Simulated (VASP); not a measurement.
Set up this calculation in VASP 6.6.1, as the native input.

```
Task                   : single point
Functional             : PBE
Potentials or basis    : VASP PAW PBE potentials, release 64 (Ca_sv, B)
Cutoff                 : 520 eV
k mesh                 : 9 × 9 × 8
Occupations            : gaussian, width 0.1 eV
Spin                   : no spin polarisation
Dipole correction      : no
Further INCAR settings : ALGO = Normal; EDIFF = 1e-07; NBANDS = 26
```

The structure of Ca2B5 lies in POSCAR:

```
Ca2B5
1.0
    5.6677667895      0.0000000000      0.0000000000
   -2.8338833947      4.9084300224      0.0000000000
    0.0000000000      0.0000000000      4.9633336294
Ca B
2 5
Direct
    0.3333333333      0.6666666667      0.0000000000
    0.6666666667      0.3333333333      0.0000000000
    0.5000000000      0.0000000000      0.5000000000
    0.0000000000      0.5000000000      0.5000000000
    0.5000000000      0.5000000000      0.5000000000
    0.3333333333      0.6666666667      0.5000000000
    0.6666666667      0.3333333333      0.5000000000
```

These files were run (other wordings do the same):

INCAR

```
SYSTEM = Ca2B5
  ALGO = Normal
  EDIFF = 1E-7
  ENCUT = 520
  GGA = PE
  ISIF = 2
  ISMEAR = 0
  LASPH = .True.
  LCHARG = .False.
  LREAL = .False.
  LWAVE = .False.
  NBANDS = 26
  NELM = 100
  PREC = Accurate
  SIGMA = 0.1
```

KPOINTS

```
k-points
0
Gamma
  9 9 8
  0 0 0
```

Potentials or basis: VASP PAW PBE potentials, release 64 (Ca_sv, B).

Command:

```bash
$ cat potpaw_PBE.64/Ca_sv/POTCAR potpaw_PBE.64/B/POTCAR > POTCAR
$ mpirun -np 1 vasp_std > vasp.out
```

Results of the run:

```json
{"Pressure": "0.1 GPa"}
```

Run time: 3.9 min on 1 thread of Intel(R) Xeon(R) Platinum 8375C CPU @ 2.90GHz (Ice Lake), with other jobs on the host, peak memory 0.36 GiB.
